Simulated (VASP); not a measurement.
# CoO in VASP: notebook

The runs below take CoO through relaxation of cell and atoms, single point, with PBEsol.

All numbers are computed with VASP 6.6.1; they aren't measurements. Logs are shortened: lines on timing, memory, paths and dates and some standing lists are left out, and cuts for length are marked.

## Step 1: The cell of the first run

It takes space group Pm-3m (No. 221, cubic). Conventional cell: a = 2.572 Å, b = 2.572 Å, c = 2.572 Å, α = 90.00°, β = 90.00°, γ = 90.00°. Co (site symmetry m-3m) has 8 O at 2.23 Å and 6 Co at 2.57 Å within 2.9 Å. O (site symmetry m-3m) has 8 Co at 2.23 Å and 6 O at 2.57 Å within 2.9 Å.

## Step 2: Relaxation of cell and atoms, PBEsol, collinear spin, ferromagnetic start

Contents of INCAR:

```
PREC = Accurate ; ENCUT = 600
EDIFF = 1E-6 ; ISMEAR = 0
SIGMA = 0.1 ; LREAL = F
LASPH = T ; NELM = 150
ALGO = Normal ; ISIF = 3
LWAVE = F ; LCHARG = F
ISPIN = 2 ; MAGMOM = 3 0
LORBIT = 11 ; LMAXMIX = 4
GGA = PS ; IBRION = 2
NSW = 80 ; EDIFFG = -0.01
```

Contents of KPOINTS:

```
regular mesh
0
Gamma
  16 16 16
```

Contents of POSCAR:

```
CoO
1.0
    2.5724608895      0.0000000000      0.0000000000
    0.0000000000      2.5724608895      0.0000000000
    0.0000000000      0.0000000000      2.5724608895
Co O
1 1
Direct
    0.0000000000      0.0000000000      0.0000000000
    0.5000000000      0.5000000000      0.5000000000
```

Potentials or basis: VASP PAW PBE potentials, release 64 (Co, O).

The run is started by

```console
> cat potpaw_PBE.64/Co/POTCAR potpaw_PBE.64/O/POTCAR > POTCAR
> mpirun -np 1 vasp_std > vasp.out
```

OUTCAR:

```text
PREC = Accurate
   ENCUT = 600
   EDIFF = 1E-6
   ISMEAR = 0
   LREAL = F
   LASPH = T
   NELM = 150
   ISIF = 3
   ISPIN = 2
   LORBIT = 11
   GGA = PS
   IBRION = 2
   NSW = 80
   EDIFFG = -0.01

 ion  position               nearest neighbor table
   1  0.000  0.000  0.000-   2 2.23   2 2.23   2 2.23   2 2.23   2 2.23   2 2.23   2 2.23   2 2.23

   2  0.500  0.500  0.500-   1 2.23   1 2.23   1 2.23   1 2.23   1 2.23   1 2.23   1 2.23   1 2.23

  LATTYP: Found a simple cubic cell.
 ALAT       =     2.5724608895

  Lattice vectors:

 A1 = (   2.5724608895,   0.0000000000,   0.0000000000)
 A2 = (   0.0000000000,   2.5724608895,   0.0000000000)
 A3 = (   0.0000000000,   0.0000000000,   2.5724608895)

Analysis of symmetry for initial positions (statically):
=====================================================================
 Subroutine PRICEL returns:
 Original cell was already a primitive cell.

 Routine SETGRP: Setting up the symmetry group for a
 simple cubic supercell.

 Subroutine GETGRP returns: Found 48 space group operations
 (whereof 48 operations were pure point group operations)
 out of a pool of 48 trial point group operations.

The static configuration has the point symmetry O_h .

Analysis of symmetry for dynamics (positions and initial velocities):
=====================================================================
 Subroutine PRICEL returns:
 Original cell was already a primitive cell.

 Routine SETGRP: Setting up the symmetry group for a
 simple cubic supercell.

 Subroutine GETGRP returns: Found 48 space group operations
 (whereof 48 operations were pure point group operations)
 out of a pool of 48 trial point group operations.

The dynamic configuration has the point symmetry O_h .

Analysis of structural, dynamic, and magnetic symmetry:
=====================================================================
 Subroutine PRICEL returns:
 Original cell was already a primitive cell.

 Routine SETGRP: Setting up the symmetry group for a
 simple cubic supercell.

 Subroutine GETGRP returns: Found 48 space group operations
 (whereof 48 operations were pure point group operations)
 out of a pool of 48 trial point group operations.

The overall configuration has the point symmetry O_h .

 Subroutine INISYM returns: Found 48 space group operations
 (whereof 48 operations are pure point group operations),
 and found     1 'primitive' translations

----------------------------------------------------------------------------------------

                                     Primitive cell

  volume of cell :      17.0234

  direct lattice vectors                    reciprocal lattice vectors
     2.572460889  0.000000000  0.000000000     0.388732829  0.000000000  0.000000000
     0.000000000  2.572460889  0.000000000     0.000000000  0.388732829  0.000000000
     0.000000000  0.000000000  2.572460889     0.000000000  0.000000000  0.388732829

  length of vectors
     2.572460889  2.572460889  2.572460889     0.388732829  0.388732829  0.388732829

  position of ions in fractional coordinates (direct lattice)
     0.000000000  0.000000000  0.000000000
     0.500000000  0.500000000  0.500000000

  ion indices of the primitive-cell ions
   primitive index   ion index
                 1           1
                 2           2

----------------------------------------------------------------------------------------

 KPOINTS: regular mesh

Automatic generation of k-mesh.
 Grid dimensions read from file:
 generate k-points for:   16   16   16

 Generating k-lattice:

  Cartesian coordinates                     Fractional coordinates (reciprocal lattice)
     0.024295802  0.000000000  0.000000000     0.062500000  0.000000000  0.000000000
     0.000000000  0.024295802  0.000000000     0.000000000  0.062500000  0.000000000
     0.000000000  0.000000000  0.024295802     0.000000000  0.000000000  0.062500000

  Length of vectors
     0.024295802  0.024295802  0.024295802

  Shift w.r.t. Gamma in fractional coordinates (k-lattice)
     0.000000000  0.000000000  0.000000000

 Subroutine IBZKPT returns following result:
 ===========================================

 Found    165 irreducible k-points:

 Following reciprocal coordinates:
            Coordinates               Weight
  0.000000  0.000000  0.000000      1.000000
  0.062500  0.000000  0.000000      6.000000
  0.125000  0.000000  0.000000      6.000000
  0.187500  0.000000  0.000000      6.000000
  0.250000  0.000000  0.000000      6.000000
  0.312500  0.000000  0.000000      6.000000
[... 16 lines left out ...]
  0.437500  0.125000  0.000000     24.000000
  0.500000  0.125000  0.000000     12.000000
 [... further k-points ...]
   k-points           NKPTS =    165   k-points in BZ     NKDIM =    165   number of bands    NBANDS=     13
   number of dos      NEDOS =    301   number of ions     NIONS =      2
   total plane-waves  NPLWV =  13824
   dimension x,y,z NGX =    24 NGY =   24 NGZ =   24
   dimension x,y,z NGXF=    48 NGYF=   48 NGZF=   48
   ions per type =               1   1
   NGX,Y,Z   is equivalent  to a cutoff of  15.51, 15.51, 15.51 a.u.
   NGXF,Y,Z  is equivalent  to a cutoff of  31.02, 31.02, 31.02 a.u.
 SYSTEM =  unknown system
   PREC   = accura    normal or accurate (medium, high low for compatibility)
   ISTART =      0    job   : 0-new  1-cont  2-samecut
   ICHARG =      2    charge: 1-file 2-atom 10-const
   ISPIN  =      2    spin polarized calculation?
   LNONCOLLINEAR =      F non collinear calculations
   LSORBIT =      F    spin-orbit coupling
   LASPH  =      T    aspherical Exc in radial PAW
   ENCUT  =  600.0 eV  44.10 Ry    6.64 a.u.   5.14  5.14  5.14*2*pi/ulx,y,z
   NELM   =    150;   NELMIN=  2; NELMDL= -5     # of ELM steps
   EDIFF  = 0.1E-05   stopping-criterion for ELM
   LREAL  =      F    real-space projection
   EDIFFG = -.1E-01   stopping-criterion for IOM
   NSW    =     80    number of steps for IOM
   IBRION =      2    ionic relax: 0-MD 1-quasi-New 2-CG
   NFREE  =      1    steps in history (QN), initial steepest desc. (CG)
   ISIF   =      3    stress and relaxation
   ISYM   =      2    0-nonsym 1-usesym 2-fastsym
   POTIM  = 0.5000    time-step for ionic-motion
   TEBEG  =    0.0;   TEEND  =   0.0 temperature during run
   PSTRESS=    0.0 pullay stress
   NELECT =      15.0000    total number of electrons
   NUPDOWN=      -1.0000    fix difference up-down
   EMIN   =  10.00;   EMAX   =-10.00  energy-range for DOS
   EFERMI =   0.00;   METHOD = LEGACY
   ISMEAR =     0;   SIGMA  =   0.10  broadening in eV -4-tet -1-fermi 0-gaus
   EFERMI_NEDOS =   21; number of points for ismear=-14 and -15
   IALGO  =     38    algorithm
   IMIX   =      4    mixing-type and parameters
     AMIX     =   0.40;   BMIX     =  1.00
     AMIX_MAG =   1.60;   BMIX_MAG =  1.00
  volume/ion in A,a.u.               =       8.51        57.44
  Fermi-wavevector in a.u.,A,eV,Ry     =   1.569482  2.965892 33.514894  2.463275
  Thomas-Fermi vector in A             =   2.671358
   LORBIT       =     11    0 simple, 1 ext, 2 COOP (PROOUT), +10 PAW based schemes
   GGA     = PS    functional components
   LHFCALC =     F    Hartree Fock is set to
   AEXX    =    0.0000 exact exchange contribution
   IVDW    =     0    specifies the selected vdW correction
   LEPSILON=     F    determine dielectric tensor
   LRPA    =     F    only Hartree local field effects (RPA)
 conjugate gradient relaxation of ions
 spin polarized calculation
 Gauss-broadening in eV      SIGMA  =   0.10
  energy-cutoff  :      600.00
  volume of cell :       17.02
 maximum number of plane-waves:       587
 NGX is ok and might be reduce to    24

--------------------------------------- Ionic step        1  -------------------------------------------

 number of electron      15.0000000 magnetization       2.9997318

 Free energy of the ion-electron system (eV)
  ---------------------------------------------------
  ext. energy  EPLUGINS =         0.00000000
  ---------------------------------------------------
  free energy    TOTEN  =       -13.41247872 eV

  energy without entropy =      -13.40313873  energy(sigma->0) =      -13.40780872

------------------------ aborting loop because EDIFF is reached ----------------------------------------

  FORCE on cell =-STRESS in cart. coord.  units (eV):
  Direction    XX          YY          ZZ          XY          YZ          ZX
  --------------------------------------------------------------------------------------
  -------------------------------------------------------------------------------------
  Total       -0.0633606     -0.0633606     -0.0633606      0.0000000      0.0000000     -0.0000000
  in kB       -5.9632573     -5.9632573     -5.9632573      0.0000000      0.0000000     -0.0000000
  external PRESSURE =      -5.9632573 kB  Pullay stress =       0.0000000 kB
[... 57 lines left out ...]
  energy  without entropy=      -13.4032848549  energy(sigma->0) =      -13.40790202

--------------------------------------- Ionic step        3  -------------------------------------------

 number of electron      14.9999999 magnetization       2.9998939

 Free energy of the ion-electron system (eV)
  ---------------------------------------------------
  ext. energy  EPLUGINS =         0.00000000
  ---------------------------------------------------
  free energy    TOTEN  =       -13.41256509 eV

  energy without entropy =      -13.40328679  energy(sigma->0) =      -13.40792594

 E-fermi :   9.2861     XC(G=0): -13.5431

 val. band max:        9.2858917752   @ k =   0.5000   0.3125   0.0000
 cond. band min:       9.2945059491   @ k =   0.4375   0.3125   0.0000
 fundamental gap:      0.0086141739
 Fermi energy:         9.2861490554

 spin component 1

 k-point     1 :       0.0000    0.0000    0.0000
  band No.  band energies     occupation
      1     -11.4949      1.00000
      2       4.8117      1.00000
      3       4.8117      1.00000
      4       6.2958      1.00000
      5       6.2958      1.00000
      6       6.2958      1.00000
      7       6.8666      1.00000
      8       6.8666      1.00000
      9       6.8666      1.00000
     10      10.3058      0.00000
     11      24.9321      0.00000
     12      24.9321      0.00000
     13      29.9182      0.00000
[... 353 lines left out ...]
 k-point    24 :       0.5000    0.1250    0.0000
  band No.  band energies     occupation
      1      -9.9768      1.00000
      2       0.3696      1.00000
      3       4.2872      1.00000
      4       4.6738      1.00000
      5       5.3064      1.00000
      6       6.8400      1.00000
      7       7.7059      1.00000
      8       8.3833      1.00000
      9       8.9043      1.00000
     10      16.5443      0.00000
     11      17.4006      0.00000
     12      25.4971      0.00000
     13      26.2087      0.00000

 [... further k-points ...]

 spin component 2

 k-point     1 :       0.0000    0.0000    0.0000
  band No.  band energies     occupation
      1     -10.7822      1.00000
      2       6.6312      1.00000
      3       6.6313      1.00000
      4       7.1506      1.00000
      5       7.1506      1.00000
      6       7.1506      1.00000
      7       9.7702      0.00000
      8       9.7702      0.00000
      9       9.7702      0.00000
     10      11.0334      0.00000
     11      25.5460      0.00000
     12      25.5460      0.00000
     13      30.7600      0.00000
[... 397 lines left out ...]
  FREE ENERGIE OF THE ION-ELECTRON SYSTEM (eV)
  ---------------------------------------------------
  free  energy   TOTEN  =       -13.4125650911 eV

  energy  without entropy=      -13.4032867919  energy(sigma->0) =      -13.40792594

 reached required accuracy - stopping structural energy minimisation

 total charge

# of ion       s       p       d       tot
------------------------------------------
    1        0.314   0.391   7.198   7.904
    2        1.573   3.350   0.000   4.923
--------------------------------------------------
tot          1.887   3.741   7.198  12.827

 magnetization (x)

# of ion       s       p       d       tot
------------------------------------------
    1       -0.002   0.004   2.479   2.481
    2        0.021   0.440   0.000   0.461
--------------------------------------------------
tot          0.019   0.443   2.479   2.942
```

Wall time 61 s (1 thread of Intel Xeon 6975P-C (Granite Rapids), shared host); peak memory 0.21 GiB.

What came out:

```yaml
Free_energy: -13.4126 eV
Relaxed_volume: 8.49 Å³/atom
Relaxed_cell: a = 2.570 Å, b = 2.570 Å, c = 2.570 Å, α = 90.00°, β = 90.00°, γ = 90.00°
Space_group_after_relaxing_to_0.1_Å: Pm-3m (No. 221)
Energy_gained_by_relaxing: 0.0 meV/atom
Ionic_steps: 3
Pressure_after_relaxing: 0.0 GPa
Band_gap_on_the_k_mesh: zero (filled and empty bands overlap)
Net_moment: 3.00 μB per cell
Site_moments: Co +2.48; O +0.46 μB
Valence_electrons_inside_the_program's_atomic_spheres: Co 7.90; O 4.92
```

Final structure:
```
CELL_PARAMETERS angstrom
2.57018 0.00000 0.00000
0.00000 2.57018 0.00000
0.00000 0.00000 2.57018
ATOMIC_POSITIONS crystal
Co 0.00000 0.00000 0.00000
O 0.50000 0.50000 0.50000
```

Caveat: the PAW data sets were made with another functional, which shifts forces and pressure a little; a cell with one magnetic atom can't hold antiferromagnetic order, which such compounds often take; semilocal functionals often make such compounds metallic where correlation or magnetic order opens a gap, which also shifts bond lengths. With open d or f shells a metallic result of PBEsol can be an artefact of self-interaction; +U or a hybrid may open a gap.

## Step 3: Single point, PBEsol, collinear spin, antiferromagnetic start

This run uses another cell than the first one: it holds 4 atoms, not 2.

Contents of INCAR:

```
SYSTEM = CoO
ALGO = Normal
EDIFF = 1E-6
ENCUT = 520
GGA = PS
ISIF = 2
ISMEAR = 0
ISPIN = 2
LASPH = .True.
LCHARG = .True.
LELF = .True.
LMAXMIX = 4
LORBIT = 11
LREAL = .False.
LVHAR = .True.
LWAVE = .False.
MAGMOM = 3 -3 0 0
NBANDS = 27
NELM = 150
PREC = Accurate
SIGMA = 0.1
```

Contents of KPOINTS:

```
k-points
0
Gamma
  16 16 8
  0 0 0
```

Contents of POSCAR:

```
CoO
1.0
    2.5515811068      0.0000000000      0.0000000000
    0.0000000000      2.5515811068      0.0000000000
    0.0000000000      0.0000000000      5.1371549561
Co O
2 2
Direct
    0.0000000000      0.0000000000      0.0000000000
    0.0000000000      0.0000000000      0.5000000000
    0.5000000000      0.5000000000      0.2500000000
    0.5000000000      0.5000000000      0.7500000000
```

Potentials or basis: VASP PAW PBE potentials, release 64 (Co, O).

The run is started by

```console
> cat potpaw_PBE.64/Co/POTCAR potpaw_PBE.64/O/POTCAR > POTCAR
> mpirun -np 1 vasp_std > vasp.out
```

Wall time 4 min (1 thread of Intel Xeon Platinum 8488C (Sapphire Rapids), shared host); peak memory 0.38 GiB.

The run converged. Its results:

| Property | Result |
| --- | --- |
| Free energy | -26.9646 eV |
| Pressure | -0.6 GPa |
| Band gap on the k mesh | zero (filled and empty bands overlap) |
| Net moment | 0.00 μB per cell |
| Site moments | Co +2.19, -2.19; O +0.00 μB |
| Valence electrons inside the program's atomic spheres | Co 7.96; O 4.92 |

Levels at points of the mesh, in eV from the Fermi level:
Spin up:
```
           k point  band 12  band 13  band 14  band 15  band 16  band 17  band 18  band 19
(0.00, 0.00, 0.00)    -2.65    -1.55    -1.55    -0.53     0.19     0.99     0.99     1.04
(0.50, 0.00, 0.00)    -2.17    -2.16    -1.26    -0.10     0.17     0.77     0.79     6.17
(0.50, 0.50, 0.00)    -2.29    -1.46    -0.26     0.38     1.02     1.10     1.10     6.35
(0.00, 0.00, 0.50)    -2.63    -1.34    -1.15    -1.15     0.19     0.77     0.77     3.47
(0.50, 0.00, 0.50)    -2.20    -1.54    -1.06    -0.18    -0.06     0.08     0.55     7.06
(0.50, 0.50, 0.50)    -1.46    -1.31    -0.84     0.26     0.26     0.38     1.01     6.22
```
Spin down:
```csv
k point,band 11,band 12,band 13,band 14,band 15,band 16,band 17,band 18,band 19,band 20
"(0.00, 0.00, 0.00)",-2.96,-2.65,-1.55,-1.55,-0.53,0.19,0.99,0.99,1.04,6.42
"(0.50, 0.00, 0.00)",-2.22,-2.17,-2.16,-1.26,-0.10,0.17,0.77,0.79,6.17,6.30
"(0.50, 0.50, 0.00)",-2.31,-2.29,-1.46,-0.26,0.38,1.02,1.10,1.10,6.35,6.59
"(0.00, 0.00, 0.50)",-2.65,-2.63,-1.34,-1.15,-1.15,0.19,0.77,0.77,3.47,3.76
"(0.50, 0.00, 0.50)",-2.39,-2.20,-1.54,-1.06,-0.18,-0.06,0.08,0.55,7.06,7.67
"(0.50, 0.50, 0.50)",-1.88,-1.46,-1.31,-0.84,0.26,0.26,0.38,1.01,6.22,6.75
```

Caveat: the PAW data sets were made with another functional, which shifts forces and pressure a little; semilocal functionals often make such compounds metallic where correlation or magnetic order opens a gap, which also shifts bond lengths. With open d or f shells a metallic result of PBEsol can be an artefact of self-interaction; +U or a hybrid may open a gap.
